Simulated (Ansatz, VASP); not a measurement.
## One calculation of Ta2Mo, two programs

Contents of INCAR:

```
SYSTEM = Ta2Mo
PREC = Accurate ; ENCUT = 520
EDIFF = 1E-7 ; ISMEAR = 0
SIGMA = 0.1 ; LREAL = .FALSE.
LASPH = .TRUE. ; NELM = 80
ALGO = Fast ; ISIF = 2
LWAVE = .FALSE. ; LCHARG = .FALSE.
GGA = PE ; NBANDS = 45
```

File KPOINTS:

```
regular mesh
0
G
  4 4 6
  0 0 0
```

Contents of POSCAR:

```
Ta2Mo
1.0
    5.2658366180      0.0000000000      0.0000000000
    0.0000000000      5.4261745920      0.0000000000
    0.0000000000      0.0000000000      3.5443131083
Ta Mo
4 2
Direct
    0.2250000000      0.8250000000      0.5000000000
    0.7250000000      0.6750000000      0.0000000000
    0.7750000000      0.1750000000      0.5000000000
    0.2750000000      0.3250000000      0.0000000000
    0.5000000000      0.5000000000      0.5000000000
    0.0000000000      0.0000000000      0.0000000000
```

Input for Ansatz:

```yaml
crystal:
  lattice:
    - [5.265836618, 0.0, 0.0]
    - [0.0, 5.426174592, 0.0]
    - [0.0, 0.0, 3.5443131083]
  atoms:
    - { symbol: Ta, position: [0.225, 0.825, 0.5] }
    - { symbol: Ta, position: [0.725, 0.675, 0.0] }
    - { symbol: Ta, position: [0.775, 0.175, 0.5] }
    - { symbol: Ta, position: [0.275, 0.325, 0.0] }
    - { symbol: Mo, position: [0.5, 0.5, 0.5] }
    - { symbol: Mo, position: [0.0, 0.0, 0.0] }
basis:
  ecutwfc: 420
kpoints:
  mp_grid: { grid: [4, 4, 6] }
hamiltonian:
  xc: pbe
scf:
  occupations: { method: gaussian, width: 0.1 }
  lower_state_search: "off"
output:
  forces: true
  stress: true
  eigenvalues: true
```

Alike in both runs: task single point; functional PBE; k mesh 4 × 4 × 6; occupations gaussian, width 0.1 eV; no spin polarisation.

```csv
,VASP,Ansatz
version,VASP 6.6.1,Ansatz 0.2.0
potentials or method,"VASP PAW PBE potentials, release 64 (Ta_pv, Mo_sv), cutoff 520 eV","scalar-relativistic, plane waves, PAW"
valence electrons in the cell,72,80
```

|  | VASP | Ansatz | Ansatz less VASP |
| --- | --- | --- | --- |
| gap on the k mesh at the Fermi level (eV) | none | none | - |
| rms of the force components (eV/Å) | 0.696 | 0.686 | -0.0103 |

Atom by atom the forces differ by 0.011 eV/Å (rms over components). A gap of «none» marks a metal or a gap that the smearing closes. VASP's potentials hold 72 valence electrons a cell and Ansatz's 80, so a difference there can come from the potentials and not from the codes.

Neither program's run includes spin-orbit coupling.
